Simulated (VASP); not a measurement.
# AlN (Cmc2_1) in VASP: notebook

Runs on AlN. Level: PBE. Tasks: single point.

Everything below comes from runs of VASP 6.6.1. Logs are shortened: lines on timing, memory, paths and dates and some standing lists are left out, and cuts for length are marked.

## 1. The cell of the first run

Symmetry: Cmc2_1, No. 36, orthorhombic system. The conventional cell has a = 3.036 Å, b = 5.584 Å, c = 5.018 Å, α = 90.00°, β = 90.00°, γ = 90.00°. Al (site symmetry m) has 4 N at 1.88 to 1.95 Å within 2.5 Å. N (site symmetry m) has 4 Al at 1.88 to 1.95 Å within 2.5 Å.

## 2. Single point, PBE (strain -0.0300 x Voigt [1, -1, 0, 0, 0, 0])

File INCAR:

```
SYSTEM = AlN
PREC = Accurate
ENCUT = 520
EDIFF = 1E-6
ISMEAR = 0
SIGMA = 0.05
LREAL = .False.
LASPH = .True.
NELM = 60
ALGO = Normal
ISIF = 2
LWAVE = .False.
LCHARG = .False.
GGA = PE
NBANDS = 16
```

File KPOINTS:

```
regular mesh
0
Gamma
  12 12 6
  0 0 0
```

File POSCAR:

```
AlN
1.0
    3.0363323760      0.0000000000      0.0000000000
   -1.5181661880      2.7921929908      0.0000000000
    0.0000000000      0.0000000000      5.0179796548
Al N
2 2
Direct
    0.3333333333      0.6666666667      0.0017287175
    0.6666666667      0.3333333333      0.5017287175
    0.3333333333      0.6666666667      0.3832712825
    0.6666666667      0.3333333333      0.8832712825
```

Potentials or basis: VASP PAW PBE potentials, release 64 (Al, N).

The run is started by

```console
cat potpaw_PBE.64/Al/POTCAR potpaw_PBE.64/N/POTCAR > POTCAR
mpirun -np 1 vasp_std > vasp.out
```

OUTCAR:

```text
SYSTEM = AlN
   PREC = Accurate
   ENCUT = 520
   EDIFF = 1E-6
   ISMEAR = 0
   LREAL = .False.
   LASPH = .True.
   NELM = 60
   ISIF = 2
   GGA = PE

 ion  position               nearest neighbor table
   1  0.333  0.667  0.002-   4 1.88   4 1.88   3 1.91   4 1.95   2 3.08   2 3.08   2 3.08   2 3.08
                             2 3.12   2 3.12
   2  0.667  0.333  0.502-   3 1.88   3 1.88   4 1.91   3 1.95   1 3.08   1 3.08   1 3.08   1 3.08
                             1 3.12   1 3.12
   3  0.333  0.667  0.383-   2 1.88   2 1.88   1 1.91   2 1.95
   4  0.667  0.333  0.883-   1 1.88   1 1.88   2 1.91   1 1.95

  LATTYP: Found a base centered orthorhombic cell.
 ALAT       =     3.0363323760
 B/A-ratio  =     1.8391879709
 C/A-ratio  =     1.6526450445

  Lattice vectors:

 A1 = (   1.5181661880,  -2.7921929908,   0.0000000000)
 A2 = (   1.5181661880,   2.7921929908,   0.0000000000)
 A3 = (   0.0000000000,   0.0000000000,   5.0179796548)

Analysis of symmetry for initial positions (statically):
=====================================================================
 Subroutine PRICEL returns:
 Original cell was already a primitive cell.

 Routine SETGRP: Setting up the symmetry group for a
 base centered orthorhombic supercell.

 Subroutine GETGRP returns: Found  4 space group operations
 (whereof  2 operations were pure point group operations)
 out of a pool of  8 trial point group operations.

The static configuration has the point symmetry C_1h.
 The point group associated with its full space group is C_2v.

Analysis of symmetry for dynamics (positions and initial velocities):
=====================================================================
 Subroutine PRICEL returns:
 Original cell was already a primitive cell.

 Routine SETGRP: Setting up the symmetry group for a
 base centered orthorhombic supercell.

 Subroutine GETGRP returns: Found  4 space group operations
 (whereof  2 operations were pure point group operations)
 out of a pool of  8 trial point group operations.

The dynamic configuration has the point symmetry C_1h.
 The point group associated with its full space group is C_2v.

 Subroutine INISYM returns: Found  4 space group operations
 (whereof  2 operations are pure point group operations),
 and found     1 'primitive' translations

----------------------------------------------------------------------------------------

                                     Primitive cell

  volume of cell :      42.5426

  direct lattice vectors                    reciprocal lattice vectors
     3.036332376  0.000000000  0.000000000     0.329344708  0.179070717  0.000000000
    -1.518166188  2.792192991  0.000000000     0.000000000  0.358141433  0.000000000
     0.000000000  0.000000000  5.017979655     0.000000000  0.000000000  0.199283391

  length of vectors
     3.036332376  3.178233829  5.017979655     0.374878992  0.358141433  0.199283391

  position of ions in fractional coordinates (direct lattice)
     0.333333333  0.666666667  0.001728718
     0.666666667  0.333333333  0.501728718
     0.333333333  0.666666667  0.383271282
     0.666666667  0.333333333  0.883271282

  ion indices of the primitive-cell ions
   primitive index   ion index
                 1           1
                 2           2
                 3           3
                 4           4

----------------------------------------------------------------------------------------

 KPOINTS: regular mesh

Automatic generation of k-mesh.
 Grid dimensions read from file:
 generate k-points for:   12   12    6

 Generating k-lattice:

  Cartesian coordinates                     Fractional coordinates (reciprocal lattice)
     0.027445392  0.014922560  0.000000000     0.083333333 -0.000000000  0.000000000
     0.000000000  0.029845119  0.000000000     0.000000000  0.083333333  0.000000000
     0.000000000  0.000000000  0.033213898     0.000000000  0.000000000  0.166666667

  Length of vectors
     0.031239916  0.029845119  0.033213898

  Shift w.r.t. Gamma in fractional coordinates (k-lattice)
     0.000000000  0.000000000  0.000000000

 Subroutine IBZKPT returns following result:
 ===========================================

 Found    172 irreducible k-points:

 Following reciprocal coordinates:
            Coordinates               Weight
  0.000000  0.000000  0.000000      1.000000
  0.083333  0.000000  0.000000      4.000000
  0.166667  0.000000  0.000000      4.000000
  0.250000  0.000000  0.000000      4.000000
  0.333333  0.000000  0.000000      4.000000
  0.416667  0.000000  0.000000      4.000000
[... 16 lines left out ...]
  0.333333  0.166667  0.000000      4.000000
  0.416667  0.166667  0.000000      4.000000
 [... further k-points ...]
   k-points           NKPTS =    172   k-points in BZ     NKDIM =    172   number of bands    NBANDS=     16
   number of dos      NEDOS =    301   number of ions     NIONS =      4
   total plane-waves  NPLWV =  23040
   dimension x,y,z NGX =    24 NGY =   24 NGZ =   40
   dimension x,y,z NGXF=    48 NGYF=   48 NGZF=   80
   ions per type =               2   2
   NGX,Y,Z   is equivalent  to a cutoff of  13.14, 12.55, 13.25 a.u.
   NGXF,Y,Z  is equivalent  to a cutoff of  26.28, 25.11, 26.50 a.u.
 SYSTEM =  AlN
   PREC   = accura    normal or accurate (medium, high low for compatibility)
   ISTART =      0    job   : 0-new  1-cont  2-samecut
   ICHARG =      2    charge: 1-file 2-atom 10-const
   ISPIN  =      1    spin polarized calculation?
   LNONCOLLINEAR =      F non collinear calculations
   LSORBIT =      F    spin-orbit coupling
   LASPH  =      T    aspherical Exc in radial PAW
   ENCUT  =  520.0 eV  38.22 Ry    6.18 a.u.   5.65  5.91  9.33*2*pi/ulx,y,z
   NELM   =     60;   NELMIN=  2; NELMDL= -5     # of ELM steps
   EDIFF  = 0.1E-05   stopping-criterion for ELM
   LREAL  =      F    real-space projection
   EDIFFG = 0.1E-04   stopping-criterion for IOM
   NSW    =      0    number of steps for IOM
   IBRION =     -1    ionic relax: 0-MD 1-quasi-New 2-CG
   NFREE  =      0    steps in history (QN), initial steepest desc. (CG)
   ISIF   =      2    stress and relaxation
   ISYM   =      2    0-nonsym 1-usesym 2-fastsym
   POTIM  = 0.5000    time-step for ionic-motion
   TEBEG  =    0.0;   TEEND  =   0.0 temperature during run
   PSTRESS=    0.0 pullay stress
   NELECT =      16.0000    total number of electrons
   NUPDOWN=      -1.0000    fix difference up-down
   EMIN   =  10.00;   EMAX   =-10.00  energy-range for DOS
   EFERMI =   0.00;   METHOD = LEGACY
   ISMEAR =     0;   SIGMA  =   0.05  broadening in eV -4-tet -1-fermi 0-gaus
   EFERMI_NEDOS =   21; number of points for ismear=-14 and -15
   IALGO  =     38    algorithm
   IMIX   =      4    mixing-type and parameters
     AMIX     =   0.40;   BMIX     =  1.00
     AMIX_MAG =   1.60;   BMIX_MAG =  1.00
  volume/ion in A,a.u.               =      10.64        71.77
  Fermi-wavevector in a.u.,A,eV,Ry     =   1.181699  2.233088 18.999353  1.396413
  Thomas-Fermi vector in A             =   2.317968
   LORBIT       =      0    0 simple, 1 ext, 2 COOP (PROOUT), +10 PAW based schemes
   GGA     = PE    functional components
   LHFCALC =     F    Hartree Fock is set to
   AEXX    =    0.0000 exact exchange contribution
   IVDW    =     0    specifies the selected vdW correction
   LEPSILON=     F    determine dielectric tensor
   LRPA    =     F    only Hartree local field effects (RPA)
 non-spin polarized calculation
 Gauss-broadening in eV      SIGMA  =   0.05
  energy-cutoff  :      520.00
  volume of cell :       42.54
 maximum number of plane-waves:      1170
   NGX = 11   NGY = 11   NGZ = 19

 number of electron      15.9999998 magnetization

 Free energy of the ion-electron system (eV)
  ---------------------------------------------------
  ext. energy  EPLUGINS =         0.00000000
  ---------------------------------------------------
  free energy    TOTEN  =       -29.69837663 eV

  energy without entropy =      -29.69837663  energy(sigma->0) =      -29.69837663

 E-fermi :   6.2421     XC(G=0): -10.8313

 val. band max:        5.9729397975   @ k =   0.0000   0.0000   0.0000
 cond. band min:       9.9792377923   @ k =   0.0000   0.0000   0.0000
 fundamental gap:      4.0062979948
 Fermi energy:         6.2420681149

 k-point     1 :       0.0000    0.0000    0.0000
  band No.  band energies     occupation
      1      -9.1011      2.00000
      2      -7.0178      2.00000
      3       0.0604      2.00000
      4       4.9502      2.00000
      5       5.3187      2.00000
      6       5.6138      2.00000
[... 8 lines left out ...]
     15      18.9926      0.00000
     16      19.5246      0.00000

 k-point     2 :       0.0833    0.0000    0.0000
  band No.  band energies     occupation
      1      -9.0109      2.00000
      2      -6.9657      2.00000
      3       0.1680      2.00000
      4       4.7501      2.00000
      5       4.9734      2.00000
      6       5.4151      2.00000
[... 8 lines left out ...]
     15      18.8663      0.00000
     16      19.2334      0.00000

 k-point     3 :       0.1667    0.0000    0.0000
  band No.  band energies     occupation
      1      -8.7481      2.00000
      2      -6.8230      2.00000
      3       0.4854      2.00000
      4       3.8559      2.00000
      5       4.4487      2.00000
      6       4.6981      2.00000
[... 8 lines left out ...]
     15      18.3714      0.00000
     16      18.4548      0.00000

 k-point     4 :       0.2500    0.0000    0.0000
  band No.  band energies     occupation
      1      -8.3390      2.00000
      2      -6.6329      2.00000
      3       0.9938      2.00000
      4       2.6956      2.00000
      5       3.5563      2.00000
      6       4.2908      2.00000
[... 8 lines left out ...]
     15      17.9257      0.00000
     16      19.1121      0.00000
[... 324 lines left out ...]
 k-point    22 :       0.2500    0.1667    0.0000
  band No.  band energies     occupation
      1      -7.7139      2.00000
      2      -6.4590      2.00000
      3       1.8090      2.00000
      4       1.8826      2.00000
      5       2.2374      2.00000
      6       3.7153      2.00000
[... 8 lines left out ...]
     15      18.1840      0.00000
     16      20.2495      0.00000

 k-point    23 :       0.3333    0.1667    0.0000
  band No.  band energies     occupation
      1      -7.2422      2.00000
      2      -6.4287      2.00000
      3       1.2098      2.00000
      4       2.0852      2.00000
      5       2.5536      2.00000
      6       3.1290      2.00000
[... 8 lines left out ...]
     15      18.6237      0.00000
     16      20.3783      0.00000

 k-point    24 :       0.4167    0.1667    0.0000
  band No.  band energies     occupation
      1      -6.9508      2.00000
      2      -6.4890      2.00000
      3       0.9290      2.00000
      4       2.0601      2.00000
      5       2.8927      2.00000
      6       3.0319      2.00000
[... 8 lines left out ...]
     15      18.7050      0.00000
     16      20.3772      0.00000

 [... further k-points ...]
[... 5 lines left out ...]
  --------------------------------------------------------------------------------------
  -------------------------------------------------------------------------------------
  Total        2.8905868     -2.5942981     -0.0515591      0.0000000      0.0000000      0.0000000
  in kB      108.8611600    -97.7027569     -1.9417454      0.0000000      0.0000000      0.0000000
  external PRESSURE =       3.0722192 kB  Pullay stress =       0.0000000 kB

 VOLUME and BASIS-vectors are now :
 -----------------------------------------------------------------------------
  energy-cutoff  :      520.00
  volume of cell :       42.54
      direct lattice vectors                 reciprocal lattice vectors
     3.036332376  0.000000000  0.000000000     0.329344708  0.179070717  0.000000000
    -1.518166188  2.792192991  0.000000000     0.000000000  0.358141433  0.000000000
     0.000000000  0.000000000  5.017979655     0.000000000  0.000000000  0.199283391

 POSITION                                       TOTAL-FORCE (eV/Angst)
 -----------------------------------------------------------------------------------
     -0.00000      1.86146      0.00867         0.000000      0.430144      0.041187
      1.51817      0.93073      2.51766         0.000000     -0.430144      0.041187
     -0.00000      1.86146      1.92325         0.000000      0.530190     -0.041187
      1.51817      0.93073      4.43224         0.000000     -0.530190     -0.041187
 -----------------------------------------------------------------------------------
    total drift:                               -0.000000      0.000000     -0.000267

  FREE ENERGIE OF THE ION-ELECTRON SYSTEM (eV)
  ---------------------------------------------------
  free  energy   TOTEN  =       -29.6983766336 eV

  energy  without entropy=      -29.6983766336  energy(sigma->0) =      -29.69837663
```

Wall time 35 s (1 thread of Intel Xeon 6975P-C (Granite Rapids), shared host); peak memory 0.22 GiB.

Results:

```yaml
Free_energy: -29.6984 eV
Pressure: 0.3 GPa
Largest_force: 0.532 eV/Å
Band_gap_on_the_k_mesh: 4.01 eV, direct
```

Forces in eV/Å, atoms in the order of the input:
```
Al   0.000  0.430  0.041
Al   0.000 -0.430  0.041
N    0.000  0.530 -0.041
N    0.000 -0.530 -0.041
```

Caveat: the cell differs from its parent crystal (strain -0.0300 x Voigt [1, -1, 0, 0, 0, 0]). A k mesh can miss the band edges.

## 3. Single point, PBE (strain +0.0150 x Voigt [1, -1, 0, 0, 0, 0])

File INCAR:

```
SYSTEM = AlN
PREC     = Accurate       ! precision mode
ENCUT    = 520            ! plane-wave cutoff, eV
EDIFF    = 1E-6           ! SCF threshold, eV
ISMEAR   = 0              ! smearing method
SIGMA    = 0.05           ! smearing width, eV
LREAL    = .False.        ! projectors in reciprocal space
LASPH    = .True.         ! aspherical terms in the spheres
NELM     = 100            ! most SCF steps
ALGO     = Normal         ! electronic algorithm
ISIF     = 2              ! what is computed and relaxed
LWAVE    = .False.        ! write WAVECAR
LCHARG   = .False.        ! write CHGCAR
GGA      = PE             ! functional
NBANDS   = 16             ! bands
```

KPOINTS is that of step 2.

POSCAR, as its differences from that of step 2:

```diff
@@ -2,4 +2,4 @@
 1.0
-    3.0363323760      0.0000000000      0.0000000000
-   -1.5181661880      2.7921929908      0.0000000000
+    3.1771931563      0.0000000000      0.0000000000
+   -1.5885965782      2.6702039767      0.0000000000
     0.0000000000      0.0000000000      5.0179796548
```

Potentials or basis: VASP PAW PBE potentials, release 64 (Al, N).

The run is started by

```console
cat potpaw_PBE.64/Al/POTCAR potpaw_PBE.64/N/POTCAR > POTCAR
mpirun -np 1 vasp_std > vasp.out
```

OUTCAR:

```text
SYSTEM = AlN
   PREC = Accurate
   ENCUT = 520
   EDIFF = 1E-6
   ISMEAR = 0
   LREAL = .False.
   LASPH = .True.
   NELM = 100
   ISIF = 2
   GGA = PE

 ion  position               nearest neighbor table
   1  0.333  0.667  0.002-   4 1.88   3 1.91   4 1.92   4 1.92   2 3.08   2 3.08   2 3.10   2 3.10
                             2 3.10   2 3.10
   2  0.667  0.333  0.502-   3 1.88   4 1.91   3 1.92   3 1.92   1 3.08   1 3.08   1 3.10   1 3.10
                             1 3.10   1 3.10
   3  0.333  0.667  0.383-   2 1.88   1 1.91   2 1.92   2 1.92
   4  0.667  0.333  0.883-   1 1.88   2 1.91   1 1.92   1 1.92

[... 662 lines left out ...]
  -------------------------------------------------------------------------------------
  Total       -1.3744743      1.3393794     -0.0535810     -0.0000000      0.0000000      0.0000000
  in kB      -51.7285441     50.4077439     -2.0165304     -0.0000000      0.0000000      0.0000000
  external PRESSURE =      -1.1124436 kB  Pullay stress =       0.0000000 kB

 VOLUME and BASIS-vectors are now :
 -----------------------------------------------------------------------------
  energy-cutoff  :      520.00
  volume of cell :       42.57
      direct lattice vectors                 reciprocal lattice vectors
     3.177193156  0.000000000  0.000000000     0.314743219  0.187251612  0.000000000
    -1.588596578  2.670203977  0.000000000     0.000000000  0.374503225  0.000000000
     0.000000000  0.000000000  5.017979655     0.000000000  0.000000000  0.199283391

 POSITION                                       TOTAL-FORCE (eV/Angst)
 -----------------------------------------------------------------------------------
     -0.00000      1.78014      0.00867         0.000000     -0.261263      0.011697
      1.58860      0.89007      2.51766        -0.000000      0.261263      0.011697
     -0.00000      1.78014      1.92325         0.000000     -0.310048     -0.011697
      1.58860      0.89007      4.43224        -0.000000      0.310048     -0.011697
 -----------------------------------------------------------------------------------
    total drift:                               -0.000000      0.000000      0.000066

  FREE ENERGIE OF THE ION-ELECTRON SYSTEM (eV)
  ---------------------------------------------------
  free  energy   TOTEN  =       -29.7601453189 eV

  energy  without entropy=      -29.7601453189  energy(sigma->0) =      -29.76014532
```

OSZICAR:

```text
N       E                     dE             d eps       ncg     rms          rms(c)
DAV:   1     0.416358005090E+02    0.41636E+02   -0.72970E+03  5504   0.892E+02
DAV:   2    -0.308376262094E+02   -0.72473E+02   -0.66297E+02  7696   0.187E+02
DAV:   3    -0.344222813436E+02   -0.35847E+01   -0.35729E+01  6904   0.428E+01
DAV:   4    -0.344445379164E+02   -0.22257E-01   -0.22255E-01  6944   0.382E+00
DAV:   5    -0.344448315865E+02   -0.29367E-03   -0.29367E-03  7008   0.442E-01    0.121E+01
DAV:   6    -0.297453834154E+02    0.46994E+01   -0.10710E+01  6712   0.236E+01    0.412E+00
DAV:   7    -0.297722097379E+02   -0.26826E-01   -0.66639E-01  5912   0.572E+00    0.292E+00
DAV:   8    -0.297649736941E+02    0.72360E-02   -0.63723E-02  6416   0.232E+00    0.624E-01
DAV:   9    -0.297595905946E+02    0.53831E-02   -0.12846E-02  7336   0.836E-01    0.253E-01
DAV:  10    -0.297602307958E+02   -0.64020E-03   -0.24152E-03  6112   0.310E-01    0.138E-01
DAV:  11    -0.297601418723E+02    0.88924E-04   -0.19576E-04  6528   0.108E-01    0.327E-02
DAV:  12    -0.297601454286E+02   -0.35563E-05   -0.11569E-05  6328   0.270E-02    0.799E-03
DAV:  13    -0.297601453189E+02    0.10970E-06   -0.49210E-06  6256   0.172E-02
   1 F= -.29760145E+02 E0= -.29760145E+02  d E =-.426245E-12
```

stdout:

```text
POSCAR found type information on POSCAR AlN
 POSCAR found :  2 types and       4 ions
 scaLAPACK will be used
 LDA part: xc-table for (Slater+PW92), standard interpolation
 POSCAR, INCAR and KPOINTS ok, starting setup
 FFT: planning ... GRIDC
 FFT: planning ... GRID_SOFT
 FFT: planning ... GRID
 WAVECAR not read
 entering main loop
```

Run time: 30 s. Hardware: 1 thread of Intel Xeon 6975P-C (Granite Rapids), shared host; peak memory 0.22 GiB.

What came out:

| Property | Result |
| --- | --- |
| Free energy | -29.7601 eV |
| Pressure | -0.1 GPa |
| Largest force | 0.310 eV/Å |
| Band gap on the k mesh | 4.04 eV, direct |

Forces on the atoms (eV/Å):
```
Al   0.000 -0.261  0.012
Al   0.000  0.261  0.012
N    0.000 -0.310 -0.012
N    0.000  0.310 -0.012
```

Levels at points of the mesh, in eV from the valence-band top:
```tsv
k point	band 4	band 5	band 6	band 7	band 8	band 9	band 10	band 11	band 12	band 13
(0.00, 0.00, 0.00)	-0.92	-0.77	-0.27	-0.13	0.00	4.04	6.49	10.43	10.77	11.36
(0.50, 0.00, 0.00)	-4.13	-3.35	-1.96	-1.73	-0.61	5.77	5.91	8.10	10.10	11.01
(0.00, 0.50, 0.00)	-4.10	-3.18	-2.25	-1.75	-0.82	5.47	5.74	7.87	10.19	10.43
(0.00, 0.00, 0.50)	-3.30	-0.60	-0.60	-0.46	-0.46	6.29	6.29	10.14	10.14	11.08
(0.50, 0.00, 0.50)	-5.55	-1.39	-1.39	-1.33	-1.33	5.29	5.29	9.20	9.20	11.57
(0.00, 0.50, 0.50)	-5.46	-1.61	-1.61	-1.31	-1.31	5.14	5.14	9.04	9.04	11.62
```

Caveat: the cell differs from its parent crystal (strain +0.0150 x Voigt [1, -1, 0, 0, 0, 0]). A k mesh can miss the band edges.

[end of part 1 of 2]
